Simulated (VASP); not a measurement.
# Li5Pb3 (Im-3m) in VASP: further runs

The runs below take Li5Pb3 through single point, relaxation of cell and atoms, with LDA.

All numbers are computed with VASP 6.6.1; they aren't measurements. Logs are shortened: lines on timing, memory, paths and dates and some standing lists are left out, and cuts for length are marked.

## Step 1: The cell of the first run

Symmetry: Im-3m, No. 229, cubic system. Conventional cell: a = 6.736 Å, b = 6.736 Å, c = 6.736 Å, α = 90.00°, β = 90.00°, γ = 90.00°. Within 3.8 Å of Li (site symmetry -3m) lie 8 Li at 2.92 to 3.37 Å and 6 Pb at 2.92 Å. Li (site symmetry m-3m) has 8 Li at 2.92 Å and 6 Pb at 3.37 Å within 3.8 Å. Pb (site symmetry 4/mmm) has 10 Li at 2.92 to 3.37 Å and 4 Pb at 3.37 Å within 3.8 Å.

## Step 2: Single point, LDA

Input file INCAR:

```
SYSTEM = Li5Pb3
  PREC = Accurate
  ENCUT = 750
  EDIFF = 1E-6
  ISMEAR = 1
  SIGMA = 0.05
  LREAL = .False.
  LASPH = .True.
  NELM = 120
  ALGO = Normal
  ISIF = 2
  LWAVE = .False.
  LCHARG = .False.
  NBANDS = 38
  GGA_COMPAT = .False.
```

Input file KPOINTS:

```
regular mesh
0
Gamma
  4 4 4
  0 0 0
```

Input file POSCAR:

```
Li5Pb3
1.0
   -3.3681480087      3.3681480087      3.3681480087
    3.3681480087     -3.3681480087      3.3681480087
    3.3681480087      3.3681480087     -3.3681480087
Li Pb
5 3
Direct
    0.0000000000      0.0000000000      0.0000000000
    0.0000000000      0.5000000000      0.5000000000
    0.5000000000      0.0000000000      0.0000000000
    0.5000000000      0.0000000000      0.5000000000
    0.5000000000      0.5000000000      0.0000000000
    0.0000000000      0.0000000000      0.5000000000
    0.0000000000      0.5000000000      0.0000000000
    0.5000000000      0.5000000000      0.5000000000
```

Potentials or basis: VASP PAW LDA potentials, release 64 (Li_sv, Pb_d).

Started as:

```sh
$ cat potpaw_LDA.64/Li_sv/POTCAR potpaw_LDA.64/Pb_d/POTCAR > POTCAR
$ mpirun -np 1 vasp_std > vasp.out
```

OUTCAR:

```text
SYSTEM = Li5Pb3
   PREC = Accurate
   ENCUT = 750
   EDIFF = 1E-6
   ISMEAR = 1
   LREAL = .False.
   LASPH = .True.
   NELM = 120
   ISIF = 2

 ion  position               nearest neighbor table
   1  0.000  0.000  0.000-   6 2.92   7 2.92   8 2.92   6 2.92   7 2.92   8 2.92
   2  0.000  0.500  0.500-   6 2.92   7 2.92   8 2.92   7 2.92   6 2.92   8 2.92
   3  0.500  0.000  0.000-   6 3.37   7 3.37   8 3.37   8 3.37   6 3.37   7 3.37
   4  0.500  0.000  0.500-   6 2.92   7 2.92   8 2.92   8 2.92   6 2.92   7 2.92
   5  0.500  0.500  0.000-   6 2.92   7 2.92   8 2.92   8 2.92   7 2.92   6 2.92
   6  0.000  0.000  0.500-   1 2.92   2 2.92   4 2.92   5 2.92   1 2.92   2 2.92   4 2.92   5 2.92
                             7 3.37   7 3.37   8 3.37   3 3.37   8 3.37   3 3.37
   7  0.000  0.500  0.000-   1 2.92   2 2.92   4 2.92   5 2.92   2 2.92   1 2.92   5 2.92   4 2.92
                             6 3.37   6 3.37   8 3.37   8 3.37   3 3.37   3 3.37
   8  0.500  0.500  0.500-   1 2.92   2 2.92   4 2.92   5 2.92   5 2.92   4 2.92   2 2.92   1 2.92
                             6 3.37   3 3.37   7 3.37   7 3.37   6 3.37   3 3.37

  LATTYP: Found a body centered cubic cell.
 ALAT       =     6.7362960174

  Lattice vectors:

 A1 = (  -3.3681480087,   3.3681480087,   3.3681480087)
 A2 = (   3.3681480087,  -3.3681480087,   3.3681480087)
 A3 = (   3.3681480087,   3.3681480087,  -3.3681480087)

Analysis of symmetry for initial positions (statically):
=====================================================================
 Subroutine PRICEL returns:
 Original cell was already a primitive cell.

 Routine SETGRP: Setting up the symmetry group for a
 body centered cubic supercell.

 Subroutine GETGRP returns: Found 48 space group operations
 (whereof 12 operations were pure point group operations)
 out of a pool of 48 trial point group operations.

The static configuration has the point symmetry D_3d.
 The point group associated with its full space group is O_h .

Analysis of symmetry for dynamics (positions and initial velocities):
=====================================================================
 Subroutine PRICEL returns:
 Original cell was already a primitive cell.

 Routine SETGRP: Setting up the symmetry group for a
 body centered cubic supercell.

 Subroutine GETGRP returns: Found 48 space group operations
 (whereof 12 operations were pure point group operations)
 out of a pool of 48 trial point group operations.

The dynamic configuration has the point symmetry D_3d.
 The point group associated with its full space group is O_h .

 Subroutine INISYM returns: Found 48 space group operations
 (whereof 12 operations are pure point group operations),
 and found     1 'primitive' translations

----------------------------------------------------------------------------------------

                                     Primitive cell

  volume of cell :     152.8388

  direct lattice vectors                    reciprocal lattice vectors
    -3.368148009  3.368148009  3.368148009     0.000000000  0.148449533  0.148449533
     3.368148009 -3.368148009  3.368148009     0.148449533  0.000000000  0.148449533
     3.368148009  3.368148009 -3.368148009     0.148449533  0.148449533  0.000000000

  length of vectors
     5.833803478  5.833803478  5.833803478     0.209939343  0.209939343  0.209939343

  position of ions in fractional coordinates (direct lattice)
     0.000000000  0.000000000  0.000000000
     0.000000000  0.500000000  0.500000000
     0.500000000  0.000000000  0.000000000
     0.500000000  0.000000000  0.500000000
     0.500000000  0.500000000  0.000000000
     0.000000000  0.000000000  0.500000000
     0.000000000  0.500000000  0.000000000
     0.500000000  0.500000000  0.500000000

  ion indices of the primitive-cell ions
   primitive index   ion index
                 1           1
                 2           2
                 3           3
                 4           4
                 5           5
                 6           6
                 7           7
                 8           8

----------------------------------------------------------------------------------------

 KPOINTS: regular mesh

Automatic generation of k-mesh.
 Grid dimensions read from file:
 generate k-points for:    4    4    4

 Generating k-lattice:

  Cartesian coordinates                     Fractional coordinates (reciprocal lattice)
     0.000000000  0.037112383  0.037112383     0.250000000  0.000000000  0.000000000
     0.037112383  0.000000000  0.037112383     0.000000000  0.250000000  0.000000000
     0.037112383  0.037112383  0.000000000     0.000000000  0.000000000  0.250000000

  Length of vectors
     0.052484836  0.052484836  0.052484836

  Shift w.r.t. Gamma in fractional coordinates (k-lattice)
     0.000000000  0.000000000  0.000000000

 Subroutine IBZKPT returns following result:
 ===========================================

 Found      8 irreducible k-points:

 Following reciprocal coordinates:
            Coordinates               Weight
  0.000000  0.000000  0.000000      1.000000
  0.250000  0.000000  0.000000     12.000000
  0.500000  0.000000  0.000000      6.000000
  0.250000  0.250000  0.000000     24.000000
  0.250000  0.250000  0.250000      2.000000
 -0.250000  0.250000  0.250000      6.000000
  0.500000  0.500000  0.250000     12.000000
  0.500000  0.500000  0.500000      1.000000
   k-points           NKPTS =      8   k-points in BZ     NKDIM =      8   number of bands    NBANDS=     38
   number of dos      NEDOS =    301   number of ions     NIONS =      8
   total plane-waves  NPLWV = 157464
   dimension x,y,z NGX =    54 NGY =   54 NGZ =   54
   dimension x,y,z NGXF=   108 NGYF=  108 NGZF=  108
   ions per type =               5   3
   NGX,Y,Z   is equivalent  to a cutoff of  15.39, 15.39, 15.39 a.u.
   NGXF,Y,Z  is equivalent  to a cutoff of  30.78, 30.78, 30.78 a.u.
 SYSTEM =  Li5Pb3
   PREC   = accura    normal or accurate (medium, high low for compatibility)
   ISTART =      0    job   : 0-new  1-cont  2-samecut
   ICHARG =      2    charge: 1-file 2-atom 10-const
   ISPIN  =      1    spin polarized calculation?
   LNONCOLLINEAR =      F non collinear calculations
   LSORBIT =      F    spin-orbit coupling
   LASPH  =      T    aspherical Exc in radial PAW
   ENCUT  =  750.0 eV  55.12 Ry    7.42 a.u.  13.03 13.03 13.03*2*pi/ulx,y,z
   NELM   =    120;   NELMIN=  2; NELMDL= -5     # of ELM steps
   EDIFF  = 0.1E-05   stopping-criterion for ELM
   LREAL  =      F    real-space projection
   EDIFFG = 0.1E-04   stopping-criterion for IOM
   NSW    =      0    number of steps for IOM
   IBRION =     -1    ionic relax: 0-MD 1-quasi-New 2-CG
   NFREE  =      0    steps in history (QN), initial steepest desc. (CG)
   ISIF   =      2    stress and relaxation
   ISYM   =      2    0-nonsym 1-usesym 2-fastsym
   POTIM  = 0.5000    time-step for ionic-motion
   TEBEG  =    0.0;   TEEND  =   0.0 temperature during run
   PSTRESS=    0.0 pullay stress
   NELECT =      57.0000    total number of electrons
   NUPDOWN=      -1.0000    fix difference up-down
   EMIN   =  10.00;   EMAX   =-10.00  energy-range for DOS
   EFERMI =   0.00;   METHOD = LEGACY
   ISMEAR =     1;   SIGMA  =   0.05  broadening in eV -4-tet -1-fermi 0-gaus
   EFERMI_NEDOS =   21; number of points for ismear=-14 and -15
   IALGO  =     38    algorithm
   IMIX   =      4    mixing-type and parameters
     AMIX     =   0.40;   BMIX     =  1.00
     AMIX_MAG =   1.60;   BMIX_MAG =  1.00
  volume/ion in A,a.u.               =      19.10       128.93
  Fermi-wavevector in a.u.,A,eV,Ry     =   1.178389  2.226832 18.893053  1.388600
  Thomas-Fermi vector in A             =   2.314719
   LORBIT       =      0    0 simple, 1 ext, 2 COOP (PROOUT), +10 PAW based schemes
   GGA     = CA    functional components
   LHFCALC =     F    Hartree Fock is set to
   AEXX    =    0.0000 exact exchange contribution
   IVDW    =     0    specifies the selected vdW correction
   LEPSILON=     F    determine dielectric tensor
   LRPA    =     F    only Hartree local field effects (RPA)
 non-spin polarized calculation
 Methfessel and Paxton  Order N= 1 SIGMA  =   0.05
  energy-cutoff  :      750.00
  volume of cell :      152.84
 maximum number of plane-waves:      7164
 NGX is ok and might be reduce to    54
   NGX = 27   NGY = 27   NGZ = 27

 number of electron      57.0000011 magnetization

 Free energy of the ion-electron system (eV)
  ---------------------------------------------------
  ext. energy  EPLUGINS =         0.00000000
  ---------------------------------------------------
  free energy    TOTEN  =       -25.66394278 eV

  energy without entropy =      -25.65874043  energy(sigma->0) =      -25.66220866

 E-fermi :   5.3598     XC(G=0):  -9.5972

 val. band max:        5.3364135057   @ k =   0.5000   0.0000   0.0000
 cond. band min:       5.3725951041   @ k =   0.2500   0.2500   0.0000
 fundamental gap:      0.0361815984
 Fermi energy:         5.3598488542

 k-point     1 :       0.0000    0.0000    0.0000
  band No.  band energies     occupation
      1     -40.7188      2.00000
      2     -40.2974      2.00000
      3     -40.2926      2.00000
      4     -40.2926      2.00000
      5     -40.2926      2.00000
      6     -11.7182      2.00000
[... 30 lines left out ...]
     37      12.5302      0.00000
     38      12.5302      0.00000

 k-point     2 :       0.2500    0.0000    0.0000
  band No.  band energies     occupation
      1     -40.7187      2.00000
      2     -40.2967      2.00000
      3     -40.2933      2.00000
      4     -40.2926      2.00000
      5     -40.2926      2.00000
      6     -11.7013      2.00000
[... 30 lines left out ...]
     37      10.8937      0.00000
     38      11.6902      0.00000

 k-point     3 :       0.5000    0.0000    0.0000
  band No.  band energies     occupation
      1     -40.7186      2.00000
      2     -40.2951      2.00000
      3     -40.2949      2.00000
      4     -40.2926      2.00000
      5     -40.2926      2.00000
      6     -11.6852      2.00000
[... 30 lines left out ...]
     37       9.7842      0.00000
     38      10.9149      0.00000

 k-point     4 :       0.2500    0.2500    0.0000
  band No.  band energies     occupation
      1     -40.7186      2.00000
      2     -40.2955      2.00000
      3     -40.2938      2.00000
      4     -40.2938      2.00000
      5     -40.2921      2.00000
      6     -11.6646      2.00000
[... 30 lines left out ...]
     37      10.8555      0.00000
     38      10.8888      0.00000

 k-point     5 :       0.2500    0.2500    0.2500
  band No.  band energies     occupation
      1     -40.7186      2.00000
      2     -40.2939      2.00000
      3     -40.2939      2.00000
      4     -40.2939      2.00000
      5     -40.2937      2.00000
      6     -11.5264      2.00000
[... 30 lines left out ...]
     37      12.5201      0.00000
     38      12.5214      0.00000

 k-point     6 :      -0.2500    0.2500    0.2500
  band No.  band energies     occupation
      1     -40.7186      2.00000
      2     -40.2962      2.00000
      3     -40.2938      2.00000
      4     -40.2938      2.00000
      5     -40.2914      2.00000
      6     -11.7269      2.00000
[... 30 lines left out ...]
     37       9.9141      0.00000
     38      11.2147      0.00000

 k-point     7 :       0.5000    0.5000    0.2500
  band No.  band energies     occupation
      1     -40.7186      2.00000
      2     -40.2950      2.00000
      3     -40.2949      2.00000
      4     -40.2943      2.00000
      5     -40.2909      2.00000
      6     -11.7271      2.00000
[... 30 lines left out ...]
     37      10.3227      0.00000
     38      10.5983      0.00000

 k-point     8 :       0.5000    0.5000    0.5000
  band No.  band energies     occupation
      1     -40.7185      2.00000
      2     -40.2950      2.00000
      3     -40.2950      2.00000
      4     -40.2950      2.00000
      5     -40.2901      2.00000
      6     -11.7685      2.00000
[... 30 lines left out ...]
     37      12.3671      0.00000
     38      12.3797      0.00000

------------------------ aborting loop because EDIFF is reached ----------------------------------------

  FORCE on cell =-STRESS in cart. coord.  units (eV):
  Direction    XX          YY          ZZ          XY          YZ          ZX
  --------------------------------------------------------------------------------------
  -------------------------------------------------------------------------------------
  Total       -0.0343021     -0.0343021     -0.0343021     -0.0000000     -0.0000000      0.0000000
  in kB       -0.3595817     -0.3595817     -0.3595817     -0.0000000     -0.0000000      0.0000000
  external PRESSURE =      -0.3595817 kB  Pullay stress =       0.0000000 kB

 VOLUME and BASIS-vectors are now :
 -----------------------------------------------------------------------------
  energy-cutoff  :      750.00
  volume of cell :      152.84
      direct lattice vectors                 reciprocal lattice vectors
    -3.368148009  3.368148009  3.368148009     0.000000000  0.148449533  0.148449533
     3.368148009 -3.368148009  3.368148009     0.148449533  0.000000000  0.148449533
     3.368148009  3.368148009 -3.368148009     0.148449533  0.148449533  0.000000000

 POSITION                                       TOTAL-FORCE (eV/Angst)
 -----------------------------------------------------------------------------------
      0.00000      0.00000      0.00000        -0.000000     -0.000000      0.000000
      3.36815      0.00000      0.00000        -0.000000     -0.000000      0.000000
     -1.68407      1.68407      1.68407        -0.000000      0.000000      0.000000
      0.00000      3.36815      0.00000         0.000000     -0.000000      0.000000
      0.00000      0.00000      3.36815        -0.000000     -0.000000      0.000000
      1.68407      1.68407     -1.68407        -0.000000     -0.000000     -0.000000
      1.68407     -1.68407      1.68407         0.000000      0.000000     -0.000000
      1.68407      1.68407      1.68407         0.000000      0.000000      0.000000
 -----------------------------------------------------------------------------------
    total drift:                                0.000000      0.000000     -0.000000

  FREE ENERGIE OF THE ION-ELECTRON SYSTEM (eV)
  ---------------------------------------------------
  free  energy   TOTEN  =       -25.6639427821 eV

  energy  without entropy=      -25.6587404284  energy(sigma->0) =      -25.66220866
```

Run time: 88 s. Hardware: 1 thread of Intel Xeon Platinum 8488C (Sapphire Rapids), shared host; peak memory 0.31 GiB.

Results:

```yaml
Free_energy: -25.6639 eV
Pressure: 0.0 GPa
Band_gap_on_the_k_mesh: zero (an odd number of electrons rules out a gap without spin polarisation)
```

Caveat: spin-orbit coupling is left out, which moves the levels of the heavy elements.

## Step 3: Relaxation of cell and atoms, LDA

This run uses another cell than the first one, of 24.66 Å³/atom.

Input file INCAR:

```
SYSTEM = Li5Pb3
PREC = Accurate ; ENCUT = 750
EDIFF = 1E-7 ; ISMEAR = 1
SIGMA = 0.05 ; LREAL = .False.
LASPH = .True. ; NELM = 120
ALGO = Normal ; ISIF = 3
LWAVE = .False. ; LCHARG = .False.
GGA = CA ; IBRION = 2
NSW = 80 ; EDIFFG = -0.02
GGA_COMPAT = .False. ; NELMIN = 4
```

Input file KPOINTS:

```
Automatic mesh
0
Gamma
  4 4 4
  0 0 0
```

Edit POSCAR of step 2 so:

```diff
@@ -2,5 +2,5 @@
 1.0
-   -3.3681480087      3.3681480087      3.3681480087
-    3.3681480087     -3.3681480087      3.3681480087
-    3.3681480087      3.3681480087     -3.3681480087
+   -3.6675000000      3.6675000000      3.6675000000
+    3.6675000000     -3.6675000000      3.6675000000
+    3.6675000000      3.6675000000     -3.6675000000
 Li Pb
```

Potentials or basis: VASP PAW LDA potentials, release 64 (Li_sv, Pb_d).

Started as:

```sh
$ cat potpaw_LDA.64/Li_sv/POTCAR potpaw_LDA.64/Pb_d/POTCAR > POTCAR
$ mpirun -np 1 vasp_std > vasp.out
```

Wall time 6.5 min (1 thread of Intel Xeon Platinum 8488C (Sapphire Rapids), shared host); peak memory 0.43 GiB.

The run converged. Its results:

* Free energy: -25.6721 eV
* Relaxed volume: 19.13 Å³/atom
* Relaxed cell: a = 5.836 Å, b = 5.836 Å, c = 5.836 Å, α = 109.47°, β = 109.47°, γ = 109.47°
* Space group after relaxing (to 0.1 Å): Im-3m (No. 229)
* Energy gained by relaxing: 112.7 meV/atom
* Ionic steps: 5
* Pressure after relaxing: 0.0 GPa
* Band gap on the k mesh: zero (an odd number of electrons rules out a gap without spin polarisation)

The path:
| step | energy change (eV) | largest force (eV/Å) | pressure (GPa) | volume (Å³) |
| --- | --- | --- | --- | --- |
| 1 | 0.0000 | 0.0000 | -5.20 | 197.32 |
| 2 | -0.6174 | 0.0000 | -3.57 | 175.31 |
| 3 | -0.8889 | 0.0000 | -0.94 | 157.28 |
| 4 | -0.9009 | 0.0000 | 0.25 | 151.95 |
| 5 | -0.9017 | 0.0000 | -0.01 | 153.03 |

Final structure:
```yaml
crystal:
  lattice:
    - [-3.36956, 3.36956, 3.36956]
    - [3.36956, -3.36956, 3.36956]
    - [3.36956, 3.36956, -3.36956]
  atoms:
    - { symbol: Li, position: [0.00000, 0.00000, 0.00000] }
    - { symbol: Li, position: [0.00000, 0.50000, 0.50000] }
    - { symbol: Li, position: [0.50000, 0.00000, 0.00000] }
    - { symbol: Li, position: [0.50000, 0.00000, 0.50000] }
    - { symbol: Li, position: [0.50000, 0.50000, 0.00000] }
    - { symbol: Pb, position: [0.00000, 0.00000, 0.50000] }
    - { symbol: Pb, position: [0.00000, 0.50000, 0.00000] }
    - { symbol: Pb, position: [0.50000, 0.50000, 0.50000] }
```

Levels at points of the mesh, in eV from the Fermi level:
```tsv
k point	band 27	band 28	band 29	band 30	band 31	band 32
(0.00, 0.00, 0.00)	-1.97	-1.97	-1.97	1.08	2.73	2.73
(0.50, 0.00, 0.00)	-1.21	-0.50	-0.02	0.02	1.49	2.12
(0.50, 0.50, 0.50)	0.13	0.13	0.13	0.65	2.71	2.71
```

Caveat: the volume moved by over 15 % at a fixed basis, so the end points are rough; spin-orbit coupling is left out, which moves the levels of the heavy elements.
